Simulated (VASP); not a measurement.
# Al2O3 (P-3m1) in VASP: single point with LDA

Aim: the single point of Al2O3 with LDA.

All numbers are computed with VASP 6.6.1; they aren't measurements. Logs are shortened: lines on timing, memory, paths and dates and some standing lists are left out, and cuts for length are marked.

## 1. The cell of the first run

Symmetry: P-3m1, No. 164, trigonal system. Conventional cell: a = 3.017 Å, b = 3.017 Å, c = 6.969 Å, α = 90.00°, β = 90.00°, γ = 120.00°. Within 2.1 Å of Al (site symmetry 3m) lie 4 O at 1.55 to 1.83 Å. O (site symmetry 3m) has 3 Al at 1.83 Å within 2.4 Å. O (site symmetry -3m) has 2 Al at 1.55 Å within 2.1 Å.

## 2. Single point, LDA (strain +0.000 along x and y, -0.080 along z)

The input, INCAR:

```
PREC     = Accurate       # precision mode
ENCUT    = 1340           # plane-wave cutoff, eV
EDIFF    = 1E-6           # SCF threshold, eV
ISMEAR   = 0              # smearing method
SIGMA    = 0.05           # smearing width, eV
LREAL    = False          # projectors in reciprocal space
LASPH    = True           # aspherical terms in the spheres
NELM     = 120            # most SCF steps
ALGO     = Normal         # electronic algorithm
ISIF     = 2              # what is computed and relaxed
LWAVE    = False          # write WAVECAR
LCHARG   = False          # write CHGCAR
NBANDS   = 20             # bands
GGA_COMPAT= False
```

The input, KPOINTS:

```
Automatic mesh
0
Gamma
  12 12 4
```

The input, POSCAR:

```
Al2O3
1.0
    3.0174825440      0.0000000000      0.0000000000
   -1.5087412720      2.6132165386      0.0000000000
    0.0000000000      0.0000000000      6.9686651220
Al O
2 3
Direct
    0.0000000000      0.0000000000      0.2779510000
    0.0000000000      0.0000000000      0.7220490000
    0.3333333333      0.6666666667      0.1994540000
    0.6666666667      0.3333333333      0.8005460000
    0.0000000000      0.0000000000      0.5000000000
```

Potentials or basis: VASP PAW LDA potentials, release 64 (Al, O_h).

Started as:

```sh
> cat potpaw_LDA.64/Al/POTCAR potpaw_LDA.64/O_h/POTCAR > POTCAR
> mpirun -np 1 vasp_std > vasp.out
```

OUTCAR:

```text
PREC = Accurate
   ENCUT = 1340
   EDIFF = 1E-6
   ISMEAR = 0
   LREAL = False
   LASPH = True
   NELM = 120
   ISIF = 2

 ion  position               nearest neighbor table
   1  0.000  0.000  0.278-   5 1.55   3 1.83   3 1.83   3 1.83   2 3.09
   2  0.000  0.000  0.722-   5 1.55   4 1.83   4 1.83   4 1.83   1 3.09
   3  0.333  0.667  0.199-   1 1.83   1 1.83   1 1.83
   4  0.667  0.333  0.801-   2 1.83   2 1.83   2 1.83
   5  0.000  0.000  0.500-   1 1.55   2 1.55

  LATTYP: Found a hexagonal cell.
 ALAT       =     3.0174825440
 C/A-ratio  =     2.3094301360

  Lattice vectors:

 A1 = (   3.0174825440,   0.0000000000,   0.0000000000)
 A2 = (  -1.5087412720,   2.6132165386,   0.0000000000)
 A3 = (   0.0000000000,   0.0000000000,   6.9686651220)

Analysis of symmetry for initial positions (statically):
=====================================================================
 Subroutine PRICEL returns:
 Original cell was already a primitive cell.

 Routine SETGRP: Setting up the symmetry group for a
 hexagonal supercell.

 Subroutine GETGRP returns: Found 12 space group operations
 (whereof 12 operations were pure point group operations)
 out of a pool of 24 trial point group operations.

The static configuration has the point symmetry D_3d.

Analysis of symmetry for dynamics (positions and initial velocities):
=====================================================================
 Subroutine PRICEL returns:
 Original cell was already a primitive cell.

 Routine SETGRP: Setting up the symmetry group for a
 hexagonal supercell.

 Subroutine GETGRP returns: Found 12 space group operations
 (whereof 12 operations were pure point group operations)
 out of a pool of 24 trial point group operations.

The dynamic configuration has the point symmetry D_3d.

 Subroutine INISYM returns: Found 12 space group operations
 (whereof 12 operations are pure point group operations),
 and found     1 'primitive' translations

----------------------------------------------------------------------------------------

                                     Primitive cell

  volume of cell :      54.9503

  direct lattice vectors                    reciprocal lattice vectors
     3.017482544  0.000000000  0.000000000     0.331402083  0.191335082  0.000000000
    -1.508741272  2.613216539  0.000000000     0.000000000  0.382670163  0.000000000
     0.000000000  0.000000000  6.968665122     0.000000000  0.000000000  0.143499506

  length of vectors
     3.017482544  3.017482544  6.968665122     0.382670163  0.382670163  0.143499506

  position of ions in fractional coordinates (direct lattice)
     0.000000000  0.000000000  0.277951000
     0.000000000  0.000000000  0.722049000
     0.333333333  0.666666667  0.199454000
     0.666666667  0.333333333  0.800546000
     0.000000000  0.000000000  0.500000000

  ion indices of the primitive-cell ions
   primitive index   ion index
                 1           1
                 2           2
                 3           3
                 4           4
                 5           5

----------------------------------------------------------------------------------------

 KPOINTS: Automatic mesh

Automatic generation of k-mesh.
 Grid dimensions read from file:
 generate k-points for:   12   12    4

 Generating k-lattice:

  Cartesian coordinates                     Fractional coordinates (reciprocal lattice)
     0.027616840  0.015944590  0.000000000     0.083333333 -0.000000000  0.000000000
     0.000000000  0.031889180  0.000000000     0.000000000  0.083333333  0.000000000
     0.000000000  0.000000000  0.035874876     0.000000000  0.000000000  0.250000000

  Length of vectors
     0.031889180  0.031889180  0.035874876

  Shift w.r.t. Gamma in fractional coordinates (k-lattice)
     0.000000000  0.000000000  0.000000000

 Subroutine IBZKPT returns following result:
 ===========================================

 Found     69 irreducible k-points:

 Following reciprocal coordinates:
            Coordinates               Weight
  0.000000  0.000000  0.000000      1.000000
  0.083333  0.000000  0.000000      6.000000
  0.166667  0.000000  0.000000      6.000000
  0.250000  0.000000  0.000000      6.000000
  0.333333  0.000000  0.000000      6.000000
  0.416667 -0.000000  0.000000      6.000000
[... 16 lines left out ...]
  0.166667  0.000000  0.250000      6.000000
  0.000000  0.166667  0.250000      6.000000
 [... further k-points ...]
   k-points           NKPTS =     69   k-points in BZ     NKDIM =     69   number of bands    NBANDS=     20
   number of dos      NEDOS =    301   number of ions     NIONS =      5
   total plane-waves  NPLWV = 108864
   dimension x,y,z NGX =    36 NGY =   36 NGZ =   84
   dimension x,y,z NGXF=    72 NGYF=   72 NGZF=  168
   ions per type =               2   3
   NGX,Y,Z   is equivalent  to a cutoff of  19.83, 19.83, 20.04 a.u.
   NGXF,Y,Z  is equivalent  to a cutoff of  39.67, 39.67, 40.08 a.u.
 SYSTEM =  unknown system
   PREC   = accura    normal or accurate (medium, high low for compatibility)
   ISTART =      0    job   : 0-new  1-cont  2-samecut
   ICHARG =      2    charge: 1-file 2-atom 10-const
   ISPIN  =      1    spin polarized calculation?
   LNONCOLLINEAR =      F non collinear calculations
   LSORBIT =      F    spin-orbit coupling
   LASPH  =      T    aspherical Exc in radial PAW
   ENCUT  = 1340.0 eV  98.49 Ry    9.92 a.u.   9.01  9.01 20.80*2*pi/ulx,y,z
   NELM   =    120;   NELMIN=  2; NELMDL= -5     # of ELM steps
   EDIFF  = 0.1E-05   stopping-criterion for ELM
   LREAL  =      F    real-space projection
   EDIFFG = 0.1E-04   stopping-criterion for IOM
   NSW    =      0    number of steps for IOM
   IBRION =     -1    ionic relax: 0-MD 1-quasi-New 2-CG
   NFREE  =      0    steps in history (QN), initial steepest desc. (CG)
   ISIF   =      2    stress and relaxation
   ISYM   =      2    0-nonsym 1-usesym 2-fastsym
   POTIM  = 0.5000    time-step for ionic-motion
   TEBEG  =    0.0;   TEEND  =   0.0 temperature during run
   PSTRESS=    0.0 pullay stress
   NELECT =      24.0000    total number of electrons
   NUPDOWN=      -1.0000    fix difference up-down
   EMIN   =  10.00;   EMAX   =-10.00  energy-range for DOS
   EFERMI =   0.00;   METHOD = LEGACY
   ISMEAR =     0;   SIGMA  =   0.05  broadening in eV -4-tet -1-fermi 0-gaus
   EFERMI_NEDOS =   21; number of points for ismear=-14 and -15
   IALGO  =     38    algorithm
   IMIX   =      4    mixing-type and parameters
     AMIX     =   0.40;   BMIX     =  1.00
     AMIX_MAG =   1.60;   BMIX_MAG =  1.00
  volume/ion in A,a.u.               =      10.99        74.16
  Fermi-wavevector in a.u.,A,eV,Ry     =   1.242096  2.347222 20.991118  1.542804
  Thomas-Fermi vector in A             =   2.376466
   LORBIT       =      0    0 simple, 1 ext, 2 COOP (PROOUT), +10 PAW based schemes
   GGA     = CA    functional components
   LHFCALC =     F    Hartree Fock is set to
   AEXX    =    0.0000 exact exchange contribution
   IVDW    =     0    specifies the selected vdW correction
   LEPSILON=     F    determine dielectric tensor
   LRPA    =     F    only Hartree local field effects (RPA)
 non-spin polarized calculation
 Gauss-broadening in eV      SIGMA  =   0.05
  energy-cutoff  :     1340.00
  volume of cell :       54.95
 maximum number of plane-waves:      6192
   NGX = 17   NGY = 17   NGZ = 41

 number of electron      24.0000000 magnetization

 Free energy of the ion-electron system (eV)
  ---------------------------------------------------
  ext. energy  EPLUGINS =         0.00000000
  ---------------------------------------------------
  free energy    TOTEN  =       -39.17574721 eV

  energy without entropy =      -39.17574721  energy(sigma->0) =      -39.17574721

 E-fermi :   3.9071     XC(G=0): -10.6278

 val. band max:        3.6558905924   @ k =   0.0000   0.0000   0.0000
 cond. band min:       7.2603138739   @ k =   0.0000   0.0000   0.0000
 fundamental gap:      3.6044232815
 Fermi energy:         3.9071153701

 k-point     1 :       0.0000    0.0000    0.0000
  band No.  band energies     occupation
      1     -14.7430      2.00000
      2     -14.2594      2.00000
      3     -12.6495      2.00000
      4      -1.4286      2.00000
      5       0.2192      2.00000
      6       1.0411      2.00000
[... 12 lines left out ...]
     19      16.6680      0.00000
     20      17.0827      0.00000

 k-point     2 :       0.0833    0.0000    0.0000
  band No.  band energies     occupation
      1     -14.6808      2.00000
      2     -14.2101      2.00000
      3     -12.6274      2.00000
      4      -1.4191      2.00000
      5       0.1942      2.00000
      6       0.8011      2.00000
[... 12 lines left out ...]
     19      16.8421      0.00000
     20      17.0683      0.00000

 k-point     3 :       0.1667    0.0000    0.0000
  band No.  band energies     occupation
      1     -14.5031      2.00000
      2     -14.0725      2.00000
      3     -12.5690      2.00000
      4      -1.4497      2.00000
      5      -0.1249      2.00000
      6       0.3414      2.00000
[... 12 lines left out ...]
     19      17.2162      0.00000
     20      17.2956      0.00000

 k-point     4 :       0.2500    0.0000    0.0000
  band No.  band energies     occupation
      1     -14.2382      2.00000
      2     -13.8770      2.00000
      3     -12.4967      2.00000
      4      -1.6905      2.00000
      5      -0.8566      2.00000
      6      -0.0182      2.00000
[... 429 lines left out ...]
 k-point    23 :       0.1667    0.0000    0.2500
  band No.  band energies     occupation
      1     -14.4591      2.00000
      2     -14.1344      2.00000
      3     -12.5485      2.00000
      4      -1.4848      2.00000
      5      -0.0701      2.00000
      6       0.1600      2.00000
[... 12 lines left out ...]
     19      17.1820      0.00000
     20      17.8971      0.00000

 k-point    24 :       0.0000    0.1667    0.2500
  band No.  band energies     occupation
      1     -14.4567      2.00000
      2     -14.1377      2.00000
      3     -12.5472      2.00000
      4      -1.5035      2.00000
      5      -0.1481      2.00000
      6       0.1858      2.00000
[... 12 lines left out ...]
     19      17.2820      0.00000
     20      18.0898      0.00000

 [... further k-points ...]

------------------------ aborting loop because EDIFF is reached ----------------------------------------

  FORCE on cell =-STRESS in cart. coord.  units (eV):
  Direction    XX          YY          ZZ          XY          YZ          ZX
  --------------------------------------------------------------------------------------
  -------------------------------------------------------------------------------------
  Total       -2.3225154     -2.3225154     17.2386405      0.0000000      0.0000000      0.0000000
  in kB      -67.7172679    -67.7172679    502.6247088      0.0000000      0.0000000      0.0000000
  external PRESSURE =     122.3967244 kB  Pullay stress =       0.0000000 kB

 VOLUME and BASIS-vectors are now :
 -----------------------------------------------------------------------------
  energy-cutoff  :     1340.00
  volume of cell :       54.95
      direct lattice vectors                 reciprocal lattice vectors
     3.017482544  0.000000000  0.000000000     0.331402083  0.191335082  0.000000000
    -1.508741272  2.613216539  0.000000000     0.000000000  0.382670163  0.000000000
     0.000000000  0.000000000  6.968665122     0.000000000  0.000000000  0.143499506

 POSITION                                       TOTAL-FORCE (eV/Angst)
 -----------------------------------------------------------------------------------
      0.00000      0.00000      1.93695        -0.000000     -0.000000     -5.173967
      0.00000      0.00000      5.03172        -0.000000     -0.000000      5.173967
     -0.00000      1.74214      1.38993         0.000000      0.000000     -0.261308
      1.50874      0.87107      5.57874        -0.000000      0.000000      0.261308
      0.00000      0.00000      3.48433        -0.000000      0.000000      0.000000
 -----------------------------------------------------------------------------------
    total drift:                               -0.000000     -0.000000      0.000000

  FREE ENERGIE OF THE ION-ELECTRON SYSTEM (eV)
  ---------------------------------------------------
  free  energy   TOTEN  =       -39.1757472083 eV

  energy  without entropy=      -39.1757472083  energy(sigma->0) =      -39.17574721
```

It took 1.8 min on 1 thread of Intel Xeon 6975P-C (Granite Rapids), shared host; peak memory 0.42 GiB.

Results:

```
Free energy            : -39.1757 eV
Pressure               : 12.2 GPa
Largest force          : 5.174 eV/Å
Band gap on the k mesh : 3.60 eV
```

Forces in eV/Å, atoms in the order of the input:
```
Al   0.000  0.000 -5.174
Al   0.000  0.000  5.174
O    0.000  0.000 -0.261
O    0.000  0.000  0.261
O    0.000  0.000  0.000
```

Caveat: the cell differs from its parent crystal (strain +0.000 along x and y, -0.080 along z); the stress differs along the axes, from -7 to 50 GPa; forces of over 1 eV/Å act on the atoms, so gaps and moduli don't describe the material at rest.
